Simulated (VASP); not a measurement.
Set up this calculation in VASP 6.6.1, as the native input.

```yaml
Task: single point
Functional: PBE
Potentials_or_basis: VASP PAW PBE potentials, release 64 (Ta_pv, Nb_sv, F)
Cutoff: 520 eV
k_mesh: 4 × 4 × 4
Occupations: gaussian, width 0.1 eV
Spin: no spin polarisation
Dipole_correction: no
Further_INCAR_settings: ALGO = Normal; EDIFF = 1e-06; NBANDS = 41
```

The structure of TaNb3F2 lies in POSCAR:

```
TaNb3F2
1.0
    4.3182617100      0.0000000000      0.0000000000
    0.0000000000      4.3182617100      0.0000000000
    0.0000000000      0.0000000000      4.8597432300
Ta Nb F
1 3 2
Direct
    0.0000000000      0.0000000000      0.0000000000
    0.0000000000      0.5000000000      0.1376359100
    0.5000000000      0.0000000000      0.8623640900
    0.0000000000      0.0000000000      0.5000000000
    0.5000000000      0.5000000000      0.5000000000
    0.5000000000      0.5000000000      0.0000000000
```

These files were run (other wordings do the same):

INCAR

```
PREC = Accurate ; ENCUT = 520
EDIFF = 1E-6 ; ISMEAR = 0
SIGMA = 0.1 ; LREAL = False
LASPH = True ; NELM = 100
ALGO = Normal ; ISIF = 2
LWAVE = False ; LCHARG = True
GGA = PE ; LELF = True
LVHAR = True ; NBANDS = 41
```

KPOINTS

```
Automatic mesh
0
Gamma
  4 4 4
```

Potentials or basis: VASP PAW PBE potentials, release 64 (Ta_pv, Nb_sv, F).

Launch:

```sh
$ cat potpaw_PBE.64/Ta_pv/POTCAR potpaw_PBE.64/Nb_sv/POTCAR potpaw_PBE.64/F/POTCAR > POTCAR
$ mpirun -np 1 vasp_std > vasp.out
```

It gave:

| Item | Value |
| --- | --- |
| Pressure | 41.4 GPa |
| Largest force | 4.194 eV/Å |
| Band gap on the k mesh | zero (band 32 reaches 9.74 eV, above the bottom of band 33 at 8.10 eV) |

Caveat: the k points lie up to 0.36 Å⁻¹ apart; spin-orbit coupling is left out, which moves the levels of the heavy elements; forces of over 1 eV/Å act on the atoms, so gaps and moduli don't describe the material at rest.

It took 49 s on 1 thread of Intel(R) Xeon(R) Platinum 8488C (Sapphire Rapids), with other jobs on the host, peak memory 0.22 GiB.
